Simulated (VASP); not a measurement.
# P: single point with RPBE

Crystal: P.

```xyz
4
Lattice="1.6642 -7.1973 0.0000 1.6642 7.1973 0.0000 0.0000 0.0000 4.7498" Properties=species:S:1:pos:R:3 pbc="T T T"
P     1.6642    6.1488    4.3101
P     1.6642   -1.0485    2.8147
P     1.6642   -6.1488    0.4398
P     1.6642    1.0485    1.9351
```

```
Program                : VASP 6.6.1
Task                   : single point
Functional             : RPBE
Potentials or basis    : VASP PAW PBE potentials, release 64 (P)
Cutoff                 : 520 eV
k mesh                 : 9 × 9 × 6
Occupations            : fermi-dirac, width 0.05 eV
Spin                   : no spin polarisation
Dipole correction      : no
Further INCAR settings : ALGO = Normal; EDIFF = 1e-06; NBANDS = 18
```

```
Pressure               : -0.4 GPa
Largest force          : 0.074 eV/Å
Band gap on the k mesh : 0.91 eV
```

Forces in eV/Å, atoms in the order of the input:
```
P    0.000  0.033 -0.066
P    0.000  0.033  0.066
P    0.000 -0.033  0.066
P    0.000 -0.033 -0.066
```

Stress tensor (GPa, compression positive):
```
-0.64  0.00  0.00
 0.00 -0.17  0.00
 0.00  0.00 -0.40
```

Levels at points of the mesh, in eV from the valence-band top:
| k point | band 8 | band 9 | band 10 | band 11 | band 12 | band 13 |
| --- | --- | --- | --- | --- | --- | --- |
| (0.00, 0.00, 0.00) | -1.76 | -1.60 | -0.09 | 1.21 | 1.66 | 2.56 |
| (0.00, 0.00, 0.50) | -2.53 | -1.40 | -1.40 | 2.05 | 2.05 | 3.66 |

Run time: 2.2 min on 1 thread of Intel(R) Xeon(R) 6975P-C (Granite Rapids), with other jobs on the host, peak memory 0.38 GiB.

Caveat: the PAW data sets were made with another functional, which shifts forces and pressure a little; an odd mesh through Γ misses points on the zone boundary, where band edges can lie.
